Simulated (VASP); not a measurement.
The system is SiO2.

```
Si O
1.0
     5.06907    0.00000    0.00000
    -2.53454    4.38995    0.00000
     0.00000    0.00000    8.55849
Si O
4 8
Direct
  0.33333 0.66667 0.43713
  0.33333 0.66667 0.06287
  0.66667 0.33333 0.56287
  0.66667 0.33333 0.93713
  0.42126 0.00000 0.00000
  0.33333 0.66667 0.25000
  0.66667 0.33333 0.75000
  0.00000 0.57874 0.50000
  0.57874 0.57874 0.00000
  0.57874 0.00000 0.50000
  0.42126 0.42126 0.50000
  0.00000 0.42126 0.00000
```

* Program: VASP 6.6.1
* Task: relaxation of cell and atoms
* Functional: RPBE
* Potentials or basis: VASP PAW PBE potentials, release 64 (Si, O)
* Cutoff: 600 eV
* k mesh: 6 × 6 × 3
* Occupations: fermi-dirac, width 0.05 eV
* Spin: no spin polarisation

At the start: pressure 6.0 GPa; volume 15.87 Å³/atom.

How do energy, volume and symmetry change on relaxing?

Over 6 steps the energy falls by 11.3 meV/atom and the volume is 16.45 Å³/atom (+3.7 %); space group P6_322 (No. 182, to 0.1 Å) before and after.

Step by step:
```
step  energy change (eV)  largest force (eV/Å)  pressure (GPa)  volume (Å³)
   1              0.0000                0.3466            6.01       190.45
   2              0.0918                0.4375           -6.67       207.32
   3             -0.1351                0.0292           -0.05       197.57
   4             -0.1352                0.0291            0.06       197.42
   5             -0.1351                0.0523            0.05       197.45
   6             -0.1352                0.0050            0.06       197.43
```

Final structure:
```xyz
12
Lattice="5.1304 0.0000 0.0000 -2.5652 4.4430 0.0000 0.0000 0.0000 8.6616" Properties=species:S:1:pos:R:3 pbc="T T T"
Si    0.0000    2.9620    3.7870
Si    0.0000    2.9620    0.5438
Si    2.5652    1.4810    4.8746
Si    2.5652    1.4810    8.1178
O    -0.4112    4.4430    0.0000
O     0.0000    2.9620    2.1654
O     2.5652    1.4810    6.4962
O    -1.4882    2.5776    4.3308
O     1.4882    2.5776    0.0000
O     2.9764    0.0000    4.3308
O     1.0770    1.8654    4.3308
O     4.0534    1.8654    0.0000
```

Caveat: the PAW data sets were made with another functional, which shifts forces and pressure a little.
